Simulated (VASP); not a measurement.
A run of VASP 6.6.1 is set up as follows.

INCAR

```
SYSTEM = Rh6N
  ALGO = Normal
  DIPOL = 0.5 0.5 0.289
  EDIFF = 1E-7
  ENCUT = 520
  GGA = PE
  IDIPOL = 3
  ISIF = 2
  ISMEAR = 0
  LASPH = .TRUE.
  LCHARG = .TRUE.
  LDIPOL = .TRUE.
  LELF = .TRUE.
  LREAL = .FALSE.
  LVACPOTAV = .TRUE.
  LVHAR = .TRUE.
  LWAVE = .FALSE.
  NBANDS = 108
  NELM = 100
  PREC = Accurate
  SIGMA = 0.1
```

The input KPOINTS:

```
k-points
0
G
  5 5 1
  0 0 0
```

File POSCAR:

```
Rh6N
1.0
    5.4163401137      0.0000000000      0.0000000000
    0.0000000000      5.4163401137      0.0000000000
    0.0000000000      0.0000000000     21.6737366391
Rh N
12 2
Direct
    0.2500000000      0.2500000000      0.1845551631
    0.2500000000      0.7500000000      0.1845551631
    0.7500000000      0.2500000000      0.1845551631
    0.7500000000      0.7500000000      0.1845551631
    0.0000000000      0.0000000000      0.2693761940
    0.0000000000      0.5000000000      0.2693761940
    0.5000000000      0.0000000000      0.2693761940
    0.5000000000      0.5000000000      0.2693761940
    0.2500000000      0.2500000000      0.3540569292
    0.2500000000      0.7500000000      0.3540569292
    0.7500000000      0.2500000000      0.3540569292
    0.7500000000      0.7500000000      0.3540569292
   -0.2386297708      0.0000000000      0.4057323749
    0.2386297708      0.0000000000      0.4057323749
```

Potentials or basis: VASP PAW PBE potentials, release 64 (Rh_pv, N).

The run is started by

```bash
$ cat potpaw_PBE.64/Rh_pv/POTCAR potpaw_PBE.64/N/POTCAR > POTCAR
$ mpirun -np 1 vasp_std > vasp.out
```

Problem. Predict the band gap on the k mesh.

Solution. Zero (band 95 reaches -0.45 eV, above the bottom of band 96 at -0.88 eV).

Problem. Predict the largest force.

Solution. 2.002 eV/Å.

Forces on the atoms (eV/Å):
```
Rh   0.002 -0.075 -0.043
Rh   0.002  0.075 -0.043
Rh  -0.002 -0.075 -0.043
Rh  -0.002  0.075 -0.043
Rh   0.000  0.000 -1.462
Rh   0.000  0.000 -1.049
Rh   0.000  0.000 -1.447
Rh   0.000  0.000 -1.033
Rh   0.039  1.957  0.417
Rh   0.039 -1.957  0.417
Rh  -0.039  1.957  0.417
Rh  -0.039 -1.957  0.417
N   -0.232  0.000  1.746
N    0.232  0.000  1.746
```
